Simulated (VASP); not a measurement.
# NaAl (CsCl type) (Pm-3m) in VASP: electric field gradients with LDA

Aim: the electric field gradients of NaAl (CsCl type) with LDA.

All numbers are computed with VASP 6.6.1; they aren't measurements. Logs are shortened: lines on timing, memory, paths and dates and some standing lists are left out, and cuts for length are marked.

**1. The cell of the first run**

Symmetry: Pm-3m, No. 221, cubic system. Conventional cell: a = 3.518 Å, b = 3.518 Å, c = 3.518 Å, α = 90.00°, β = 90.00°, γ = 90.00°. Within 4.0 Å of Na (site symmetry m-3m) lie 8 Al at 3.05 Å and 6 Na at 3.52 Å. Within 4.0 Å of Al (site symmetry m-3m) lie 8 Na at 3.05 Å and 6 Al at 3.52 Å.

**2. Electric field gradients, LDA**

Contents of INCAR:

```
SYSTEM = NaAl
PREC = Accurate
ENCUT = 520
EDIFF = 1E-8
ISMEAR = -1
SIGMA = 0.05
LREAL = .False.
LASPH = .True.
NELM = 80
ALGO = Normal
ISIF = 2
LWAVE = .False.
LCHARG = .False.
GGA = CA
LEFG = .True.
NBANDS = 12
```

Contents of KPOINTS:

```
Automatic mesh
0
Gamma
  11 11 11
  0 0 0
```

Contents of POSCAR:

```
NaAl
1.0
    3.5180232768      0.0000000000      0.0000000000
    0.0000000000      3.5180232768      0.0000000000
    0.0000000000      0.0000000000      3.5180232768
Na Al
1 1
Direct
    0.0000000000      0.0000000000      0.0000000000
    0.5000000000      0.5000000000      0.5000000000
```

Potentials or basis: VASP PAW LDA potentials, release 64 (Na_pv, Al).

The run is started by

```
$ cat potpaw_LDA.64/Na_pv/POTCAR potpaw_LDA.64/Al/POTCAR > POTCAR
$ mpirun -np 1 vasp_std > vasp.out
```

OUTCAR:

```text
SYSTEM = NaAl
   PREC = Accurate
   ENCUT = 520
   EDIFF = 1E-8
   ISMEAR = -1
   LREAL = .False.
   LASPH = .True.
   NELM = 80
   ISIF = 2
   GGA = CA

 ion  position               nearest neighbor table
   1  0.000  0.000  0.000-   2 3.05   2 3.05   2 3.05   2 3.05   2 3.05   2 3.05   2 3.05   2 3.05

   2  0.500  0.500  0.500-   1 3.05   1 3.05   1 3.05   1 3.05   1 3.05   1 3.05   1 3.05   1 3.05

  LATTYP: Found a simple cubic cell.
 ALAT       =     3.5180232768

  Lattice vectors:

 A1 = (   3.5180232768,   0.0000000000,   0.0000000000)
 A2 = (   0.0000000000,   3.5180232768,   0.0000000000)
 A3 = (   0.0000000000,   0.0000000000,   3.5180232768)

Analysis of symmetry for initial positions (statically):
=====================================================================
 Subroutine PRICEL returns:
 Original cell was already a primitive cell.

 Routine SETGRP: Setting up the symmetry group for a
 simple cubic supercell.

 Subroutine GETGRP returns: Found 48 space group operations
 (whereof 48 operations were pure point group operations)
 out of a pool of 48 trial point group operations.

The static configuration has the point symmetry O_h .

Analysis of symmetry for dynamics (positions and initial velocities):
=====================================================================
 Subroutine PRICEL returns:
 Original cell was already a primitive cell.

 Routine SETGRP: Setting up the symmetry group for a
 simple cubic supercell.

 Subroutine GETGRP returns: Found 48 space group operations
 (whereof 48 operations were pure point group operations)
 out of a pool of 48 trial point group operations.

The dynamic configuration has the point symmetry O_h .

 Subroutine INISYM returns: Found 48 space group operations
 (whereof 48 operations are pure point group operations),
 and found     1 'primitive' translations

----------------------------------------------------------------------------------------

                                     Primitive cell

  volume of cell :      43.5408

  direct lattice vectors                    reciprocal lattice vectors
     3.518023277  0.000000000  0.000000000     0.284250535  0.000000000  0.000000000
     0.000000000  3.518023277  0.000000000     0.000000000  0.284250535  0.000000000
     0.000000000  0.000000000  3.518023277     0.000000000  0.000000000  0.284250535

  length of vectors
[... 138 lines left out ...]

 k-point     1 :       0.0000    0.0000    0.0000
  band No.  band energies     occupation
      1     -20.6382      2.00000
      2     -20.6382      2.00000
      3     -20.6382      2.00000
      4      -4.0171      2.00000
      5       6.9316      0.00000
      6       6.9316      0.00000
      7       6.9316      0.00000
      8       7.8698      0.00000
      9       7.8698      0.00000
     10      11.1995      0.00000
     11      16.7281      0.00000
     12      16.7281      0.00000
[... 331 lines left out ...]
 k-point    24 :       0.2727    0.0909    0.0909
  band No.  band energies     occupation
      1     -20.6636      2.00000
      2     -20.6392      2.00000
      3     -20.6387      2.00000
      4      -2.9911      2.00000
      5       2.6980      1.99966
      6       6.2094      0.00000
      7       6.7025      0.00000
      8      10.2943      0.00000
      9      11.6678      0.00000
     10      12.1147      0.00000
     11      12.4621      0.00000
     12      15.2362      0.00000

 [... further k-points ...]

------------------------ aborting loop because EDIFF is reached ----------------------------------------

  FORCE on cell =-STRESS in cart. coord.  units (eV):
  Direction    XX          YY          ZZ          XY          YZ          ZX
  --------------------------------------------------------------------------------------
  -------------------------------------------------------------------------------------
  Total        0.0007564      0.0007564      0.0007564      0.0000000      0.0000000      0.0000000
  in kB        0.0278339      0.0278339      0.0278339      0.0000000      0.0000000      0.0000000
  external PRESSURE =       0.0278339 kB  Pullay stress =       0.0000000 kB

 VOLUME and BASIS-vectors are now :
 -----------------------------------------------------------------------------
  energy-cutoff  :      520.00
  volume of cell :       43.54
      direct lattice vectors                 reciprocal lattice vectors
     3.518023277  0.000000000  0.000000000     0.284250535  0.000000000  0.000000000
     0.000000000  3.518023277  0.000000000     0.000000000  0.284250535  0.000000000
     0.000000000  0.000000000  3.518023277     0.000000000  0.000000000  0.284250535

 POSITION                                       TOTAL-FORCE (eV/Angst)
 -----------------------------------------------------------------------------------
      0.00000      0.00000      0.00000         0.000000      0.000000      0.000000
      1.75901      1.75901      1.75901         0.000000      0.000000      0.000000
 -----------------------------------------------------------------------------------
    total drift:                               -0.000000     -0.000000     -0.000000

  FREE ENERGIE OF THE ION-ELECTRON SYSTEM (eV)
  ---------------------------------------------------
  free  energy   TOTEN  =        -5.0109916562 eV

  energy  without entropy=       -5.0020941432  energy(sigma->0) =       -5.00654290

 Electric field gradients (V/A^2)
---------------------------------------------------------------------
 ion       V_xx      V_yy      V_zz      V_xy      V_xz      V_yz
---------------------------------------------------------------------
   1       0.000     0.000     0.000    -0.000    -0.000     0.000
   2      -0.000    -0.000     0.000    -0.000    -0.000     0.000
---------------------------------------------------------------------

 Electric field gradients after diagonalization (V/A^2)
 (convention: |V_zz| > |V_xx| > |V_yy|)
----------------------------------------------------------------------
 ion       V_xx      V_yy      V_zz     asymmetry (V_yy - V_xx)/ V_zz
----------------------------------------------------------------------
   1       0.000     0.000     0.000      -0.107
   2       0.000    -0.000    -0.000       1.058
----------------------------------------------------------------------

           NMR quadrupolar parameters

 Cq : quadrupolar parameter    Cq=e*Q*V_zz/h
 eta: asymmetry parameters     (V_yy - V_xx)/ V_zz
 Q  : nuclear electric quadrupole moment in mb (millibarn)
----------------------------------------------------------------------
 ion       Cq(MHz)       eta       Q (mb)
----------------------------------------------------------------------
   1       0.000      -0.107       1.000
   2      -0.000       1.058       1.000
----------------------------------------------------------------------
```

OSZICAR:

```text
N       E                     dE             d eps       ncg     rms          rms(c)
DAV:   1     0.419702264986E+02    0.41970E+02   -0.51299E+03  1344   0.772E+02
DAV:   2    -0.361963484817E+01   -0.45590E+02   -0.44606E+02  1396   0.198E+02
DAV:   3    -0.501545599782E+01   -0.13958E+01   -0.13897E+01  1736   0.329E+01
DAV:   4    -0.503407831497E+01   -0.18622E-01   -0.18617E-01  1588   0.367E+00
DAV:   5    -0.503467222576E+01   -0.59391E-03   -0.59390E-03  1640   0.640E-01    0.888E-01
DAV:   6    -0.502064932678E+01    0.14023E-01   -0.26903E-03  1824   0.675E-01    0.524E-01
DAV:   7    -0.501105464407E+01    0.95947E-02   -0.49952E-03  1816   0.802E-01    0.108E-01
DAV:   8    -0.501099576242E+01    0.58882E-04   -0.38223E-04  1692   0.275E-01    0.322E-02
DAV:   9    -0.501099196262E+01    0.37998E-05   -0.18205E-05  1852   0.592E-02    0.394E-03
DAV:  10    -0.501099167343E+01    0.28920E-06   -0.12961E-06  1808   0.139E-02    0.191E-03
DAV:  11    -0.501099165578E+01    0.17642E-07   -0.55288E-08  1576   0.170E-03    0.323E-04
DAV:  12    -0.501099165619E+01   -0.40995E-09   -0.15008E-09   988   0.292E-04
   1 F= -.50109917E+01 E0= -.50065429E+01  d E =-.889751E-02
```

stdout:

```text
POSCAR found type information on POSCAR NaAl
 POSCAR found :  2 types and       2 ions
 scaLAPACK will be used
 LDA part: xc-table for (Slater(with rela. corr.)+CA(PZ))
 , standard interpolation
 POSCAR, INCAR and KPOINTS ok, starting setup
 FFT: planning ... GRIDC
 FFT: planning ... GRID_SOFT
 FFT: planning ... GRID
 WAVECAR not read
 entering main loop
ion   1

ion   2
```

Run time: 23 s. Hardware: 1 thread of Intel Xeon Platinum 8259CL at 2.50GHz (Skylake/Cascade Lake), shared host; peak memory 0.14 GiB.

What came out:

| Quantity | Value |
| --- | --- |
| Free energy | -5.0110 eV |
| Pressure | 0.0 GPa |
| Band gap on the k mesh | zero (bands 5 and 6 overlap by 4.85 eV) |
| Largest electric field gradient by atom | under 0.05 V/Å² on every atom |
